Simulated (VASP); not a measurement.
Here is a VASP 6.6.1 calculation.

The input POSCAR:

```
AlN
1.0
    2.9880934651      0.0000000000      0.0000000000
   -1.4940467325      2.4533227623      0.0000000000
    0.0000000000      0.0000000000      4.8410108402
Al N
2 2
Direct
    0.0000000000      0.0000000000      0.0000000000
    0.0000000000      0.0000000000      0.5000000000
    0.3287097085      0.6574194170      0.2500000000
    0.6712902915      0.3425805830      0.7500000000
```

INCAR.step1

```
  PREC = Accurate
  ENCUT = 520
  ISMEAR = 0
  SIGMA = 0.01
  LREAL = False
  LASPH = True
  NELM = 100
  NBANDS = 16
  GGA = PE
  ALGO = Normal
  EDIFF = 1E-4
  LWAVE = True
  LCHARG = False
```

INCAR.step2

```
  PREC = Accurate
  ENCUT = 520
  EDIFF = 1E-6
  ISMEAR = 0
  SIGMA = 0.01
  LREAL = False
  LASPH = True
  NELM = 100
  ALGO = Normal
  ISIF = 2
  LWAVE = False
  LCHARG = False
  METAGGA = R2SCAN
  LMIXTAU = True
  NBANDS = 16
  ISTART = 1
```

Contents of KPOINTS:

```
regular mesh
0
Gamma
  12 12 6
```

Potentials or basis: VASP PAW PBE potentials, release 64 (Al, N).

Run with:

```console
$ cat potpaw_PBE.64/Al/POTCAR potpaw_PBE.64/N/POTCAR > POTCAR
$ cp INCAR.step1 INCAR
$ mpirun -np 1 vasp_std > vasp.out
$ cp INCAR.step2 INCAR
$ mpirun -np 1 vasp_std > vasp.out
```

Q: What does it give for the pressure?

A: -11.7 GPa.

Q: Estimate the band gap on the k mesh.

A: 5.19 eV (least direct gap 5.20 eV).

Stress tensor (GPa, compression positive):
```
-27.87   0.00   0.00
  0.00  -8.36   0.00
  0.00   0.00   1.05
```

Caveat: the cell differs from its parent crystal (uniaxial x strain +5.5%); the cell stands under tension; the PAW data sets were made with another functional, which shifts forces and pressure a little. A k mesh can miss the band edges.
